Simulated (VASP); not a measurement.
# K (P4/mmm) in VASP: a series of runs

Runs on K. Level: PBE. Tasks: single point.

Program: VASP 6.6.1. These are calculated values, not measurements. Logs are shortened: lines on timing, memory, paths and dates and some standing lists are left out, and cuts for length are marked.

## (1) The cell of the first run

It takes space group P4/mmm (No. 123, tetragonal). Conventional cell: a = 4.176 Å, b = 4.176 Å, c = 4.593 Å, α = 90.00°, β = 90.00°, γ = 90.00°. K (site symmetry 4/mmm) has 6 K at 4.18 to 4.59 Å within 5.5 Å.

## (2) Single point, PBE

INCAR reads:

```
SYSTEM = K
PREC = Accurate
ENCUT = 520
EDIFF = 1E-7
ISMEAR = 0
SIGMA = 0.15
LREAL = .FALSE.
LASPH = .TRUE.
NELM = 100
ALGO = Fast
ISIF = 2
LWAVE = .FALSE.
LCHARG = .FALSE.
GGA = PE
NBANDS = 10
```

KPOINTS reads:

```
regular mesh
0
G
  12 12 12
  0 0 0
```

POSCAR reads:

```
K
1.0
    4.1756490564      0.0000000000      0.0000000000
    0.0000000000      4.1756490564      0.0000000000
    0.0000000000      0.0000000000      4.5932139620
K
1
Direct
    0.0000000000      0.0000000000      0.0000000000
```

Potentials or basis: VASP PAW PBE potentials, release 64 (K_sv).

The run is started by

```bash
cat potpaw_PBE.64/K_sv/POTCAR > POTCAR
mpirun -np 1 vasp_std > vasp.out
```

OUTCAR:

```text
SYSTEM = K
   PREC = Accurate
   ENCUT = 520
   EDIFF = 1E-7
   ISMEAR = 0
   LREAL = .FALSE.
   LASPH = .TRUE.
   NELM = 100
   ISIF = 2
   GGA = PE

 ion  position               nearest neighbor table
   1  0.000  0.000  0.000-

  LATTYP: Found a simple tetragonal cell.
 ALAT       =     4.1756490564
 C/A-ratio  =     1.1000000000

  Lattice vectors:

 A1 = (   4.1756490564,   0.0000000000,   0.0000000000)
 A2 = (   0.0000000000,   4.1756490564,   0.0000000000)
 A3 = (   0.0000000000,   0.0000000000,   4.5932139620)

Analysis of symmetry for initial positions (statically):
=====================================================================
 Subroutine PRICEL returns:
 Original cell was already a primitive cell.

 Routine SETGRP: Setting up the symmetry group for a
 simple tetragonal supercell.

 Subroutine GETGRP returns: Found 16 space group operations
 (whereof 16 operations were pure point group operations)
 out of a pool of 16 trial point group operations.

The static configuration has the point symmetry D_4h.

Analysis of symmetry for dynamics (positions and initial velocities):
=====================================================================
 Subroutine PRICEL returns:
 Original cell was already a primitive cell.

 Routine SETGRP: Setting up the symmetry group for a
 simple tetragonal supercell.

 Subroutine GETGRP returns: Found 16 space group operations
 (whereof 16 operations were pure point group operations)
 out of a pool of 16 trial point group operations.

The dynamic configuration has the point symmetry D_4h.

 Subroutine INISYM returns: Found 16 space group operations
 (whereof 16 operations are pure point group operations),
 and found     1 'primitive' translations

----------------------------------------------------------------------------------------

                                     Primitive cell

  volume of cell :      80.0875

  direct lattice vectors                    reciprocal lattice vectors
     4.175649056  0.000000000  0.000000000     0.239483727  0.000000000  0.000000000
     0.000000000  4.175649056  0.000000000     0.000000000  0.239483727  0.000000000
     0.000000000  0.000000000  4.593213962     0.000000000  0.000000000  0.217712479

  length of vectors
     4.175649056  4.175649056  4.593213962     0.239483727  0.239483727  0.217712479

  position of ions in fractional coordinates (direct lattice)
     0.000000000  0.000000000  0.000000000

  ion indices of the primitive-cell ions
   primitive index   ion index
                 1           1

----------------------------------------------------------------------------------------

 KPOINTS: regular mesh

Automatic generation of k-mesh.
 Grid dimensions read from file:
 generate k-points for:   12   12   12

 Generating k-lattice:

  Cartesian coordinates                     Fractional coordinates (reciprocal lattice)
     0.019956977  0.000000000  0.000000000     0.083333333  0.000000000  0.000000000
     0.000000000  0.019956977  0.000000000     0.000000000  0.083333333  0.000000000
     0.000000000  0.000000000  0.018142707     0.000000000  0.000000000  0.083333333

  Length of vectors
     0.019956977  0.019956977  0.018142707

  Shift w.r.t. Gamma in fractional coordinates (k-lattice)
     0.000000000  0.000000000  0.000000000

 Subroutine IBZKPT returns following result:
 ===========================================

 Found    196 irreducible k-points:

 Following reciprocal coordinates:
            Coordinates               Weight
  0.000000  0.000000  0.000000      1.000000
  0.083333  0.000000  0.000000      4.000000
  0.166667  0.000000  0.000000      4.000000
  0.250000  0.000000  0.000000      4.000000
  0.333333  0.000000  0.000000      4.000000
  0.416667  0.000000  0.000000      4.000000
[... 16 lines left out ...]
  0.333333  0.333333  0.000000      4.000000
  0.416667  0.333333  0.000000      8.000000
 [... further k-points ...]
   k-points           NKPTS =    196   k-points in BZ     NKDIM =    196   number of bands    NBANDS=     10
   number of dos      NEDOS =    301   number of ions     NIONS =      1
   total plane-waves  NPLWV =  36864
   dimension x,y,z NGX =    32 NGY =   32 NGZ =   36
   dimension x,y,z NGXF=    64 NGYF=   64 NGZF=   72
   ions per type =               1
   NGX,Y,Z   is equivalent  to a cutoff of  12.74, 12.74, 13.03 a.u.
   NGXF,Y,Z  is equivalent  to a cutoff of  25.48, 25.48, 26.06 a.u.
 SYSTEM =  K
   PREC   = accura    normal or accurate (medium, high low for compatibility)
   ISTART =      0    job   : 0-new  1-cont  2-samecut
   ICHARG =      2    charge: 1-file 2-atom 10-const
   ISPIN  =      1    spin polarized calculation?
   LNONCOLLINEAR =      F non collinear calculations
   LSORBIT =      F    spin-orbit coupling
   LASPH  =      T    aspherical Exc in radial PAW
   ENCUT  =  520.0 eV  38.22 Ry    6.18 a.u.   7.76  7.76  8.54*2*pi/ulx,y,z
   NELM   =    100;   NELMIN=  2; NELMDL= -5     # of ELM steps
   EDIFF  = 0.1E-06   stopping-criterion for ELM
   LREAL  =      F    real-space projection
   EDIFFG = 0.1E-05   stopping-criterion for IOM
   NSW    =      0    number of steps for IOM
   IBRION =     -1    ionic relax: 0-MD 1-quasi-New 2-CG
   NFREE  =      0    steps in history (QN), initial steepest desc. (CG)
   ISIF   =      2    stress and relaxation
   ISYM   =      2    0-nonsym 1-usesym 2-fastsym
   POTIM  = 0.5000    time-step for ionic-motion
   TEBEG  =    0.0;   TEEND  =   0.0 temperature during run
   PSTRESS=    0.0 pullay stress
   NELECT =       9.0000    total number of electrons
   NUPDOWN=      -1.0000    fix difference up-down
   EMIN   =  10.00;   EMAX   =-10.00  energy-range for DOS
   EFERMI =   0.00;   METHOD = LEGACY
   ISMEAR =     0;   SIGMA  =   0.15  broadening in eV -4-tet -1-fermi 0-gaus
   EFERMI_NEDOS =   21; number of points for ismear=-14 and -15
   IALGO  =     68    algorithm
   IMIX   =      4    mixing-type and parameters
     AMIX     =   0.40;   BMIX     =  1.00
     AMIX_MAG =   1.60;   BMIX_MAG =  1.00
  volume/ion in A,a.u.               =      80.09       540.46
  Fermi-wavevector in a.u.,A,eV,Ry     =   0.790013  1.492908  8.491671  0.624120
  Thomas-Fermi vector in A             =   1.895269
   LORBIT       =      0    0 simple, 1 ext, 2 COOP (PROOUT), +10 PAW based schemes
   GGA     = PE    functional components
   LHFCALC =     F    Hartree Fock is set to
   AEXX    =    0.0000 exact exchange contribution
   IVDW    =     0    specifies the selected vdW correction
   LEPSILON=     F    determine dielectric tensor
   LRPA    =     F    only Hartree local field effects (RPA)
 non-spin polarized calculation
 RMM-DIIS sequential band-by-band and
 Gauss-broadening in eV      SIGMA  =   0.15
  energy-cutoff  :      520.00
  volume of cell :       80.09
 maximum number of plane-waves:      2180
 NGX is ok and might be reduce to    32
   NGX = 15   NGY = 15   NGZ = 17

 number of electron       9.0000000 magnetization

 Free energy of the ion-electron system (eV)
  ---------------------------------------------------
  ext. energy  EPLUGINS =         0.00000000
  ---------------------------------------------------
  free energy    TOTEN  =        -0.93489159 eV

  energy without entropy =       -0.92608752  energy(sigma->0) =       -0.93048956

 E-fermi :  -0.2643     XC(G=0):  -5.4361

 val. band max:       -0.2735682680   @ k =   0.4167   0.0000   0.2500
 cond. band min:      -0.2610582064   @ k =   0.1667   0.0833   0.5000
 fundamental gap:      0.0125100616
 Fermi energy:        -0.2643182852

 k-point     1 :       0.0000    0.0000    0.0000
  band No.  band energies     occupation
      1     -32.6231      2.00000
      2     -16.0739      2.00000
      3     -16.0559      2.00000
      4     -16.0559      2.00000
      5      -2.3171      2.00000
      6       2.4440      0.00000
      7       2.7240      0.00000
      8       5.0659      0.00000
      9       5.7830      0.00000
     10       5.7927      0.00000

 k-point     2 :       0.0833    0.0000    0.0000
  band No.  band energies     occupation
      1     -32.6227      2.00000
      2     -16.0732      2.00000
      3     -16.0635      2.00000
      4     -16.0552      2.00000
      5      -2.2481      2.00000
      6       2.4707      0.00000
      7       2.6981      0.00000
      8       4.8863      0.00000
      9       5.7978      0.00000
     10       6.0602      0.00000

 k-point     3 :       0.1667    0.0000    0.0000
  band No.  band energies     occupation
      1     -32.6215      2.00000
      2     -16.0843      2.00000
      3     -16.0713      2.00000
      4     -16.0535      2.00000
      5      -2.0438      2.00000
      6       2.4191      0.00000
      7       2.6792      0.00000
      8       4.5745      0.00000
      9       5.3904      0.00000
     10       5.6542      0.00000

 k-point     4 :       0.2500    0.0000    0.0000
  band No.  band energies     occupation
      1     -32.6200      2.00000
      2     -16.1124      2.00000
      3     -16.0686      2.00000
      4     -16.0511      2.00000
      5      -1.7117      2.00000
      6       2.0069      0.00000
      7       2.8236      0.00000
      8       4.2823      0.00000
      9       5.0303      0.00000
     10       5.5181      0.00000
[... 222 lines left out ...]
 k-point    22 :       0.5000    0.2500    0.0000
  band No.  band energies     occupation
      1     -32.6138      2.00000
      2     -16.1607      2.00000
      3     -16.1003      2.00000
      4     -16.0583      2.00000
      5       0.3375      0.00000
      6       0.5086      0.00000
      7       3.3052      0.00000
      8       3.3574      0.00000
      9       4.1193      0.00000
     10       4.9783      0.00000

 k-point    23 :       0.3333    0.3333    0.0000
  band No.  band energies     occupation
      1     -32.6138      2.00000
      2     -16.1314      2.00000
      3     -16.1292      2.00000
      4     -16.0583      2.00000
      5      -0.3051      1.29963
      6       1.9009      0.00000
      7       2.2884      0.00000
      8       3.7048      0.00000
      9       4.3280      0.00000
     10       4.7210      0.00000

 k-point    24 :       0.4167    0.3333    0.0000
  band No.  band energies     occupation
      1     -32.6127      2.00000
      2     -16.1499      2.00000
      3     -16.1278      2.00000
      4     -16.0564      2.00000
      5       0.1719      0.00004
      6       1.4107      0.00000
      7       2.5215      0.00000
      8       3.4146      0.00000
      9       4.3025      0.00000
     10       4.6752      0.00000

 [... further k-points ...]

------------------------ aborting loop because EDIFF is reached ----------------------------------------

  FORCE on cell =-STRESS in cart. coord.  units (eV):
  Direction    XX          YY          ZZ          XY          YZ          ZX
  --------------------------------------------------------------------------------------
  -------------------------------------------------------------------------------------
  Total        0.1324781      0.1324781     -0.2452441      0.0000000      0.0000000     -0.0000000
  in kB        2.6502701      2.6502701     -4.9061919      0.0000000      0.0000000     -0.0000000
  external PRESSURE =       0.1314495 kB  Pullay stress =       0.0000000 kB

 VOLUME and BASIS-vectors are now :
 -----------------------------------------------------------------------------
  energy-cutoff  :      520.00
  volume of cell :       80.09
      direct lattice vectors                 reciprocal lattice vectors
     4.175649056  0.000000000  0.000000000     0.239483727  0.000000000  0.000000000
     0.000000000  4.175649056  0.000000000     0.000000000  0.239483727  0.000000000
     0.000000000  0.000000000  4.593213962     0.000000000  0.000000000  0.217712479

 POSITION                                       TOTAL-FORCE (eV/Angst)
 -----------------------------------------------------------------------------------
      0.00000      0.00000      0.00000         0.000000      0.000000      0.000000
 -----------------------------------------------------------------------------------
    total drift:                                0.000000     -0.000000      0.000000

  FREE ENERGIE OF THE ION-ELECTRON SYSTEM (eV)
  ---------------------------------------------------
  free  energy   TOTEN  =        -0.9348915919 eV

  energy  without entropy=       -0.9260875222  energy(sigma->0) =       -0.93048956
```

It took 50 s on 1 thread of Intel Xeon 6975P-C (Granite Rapids), shared host; peak memory 0.28 GiB.

What came out:

```yaml
Free_energy: -0.9349 eV
Pressure: 0.0 GPa
```

(Part 1 of 2 ends here.)
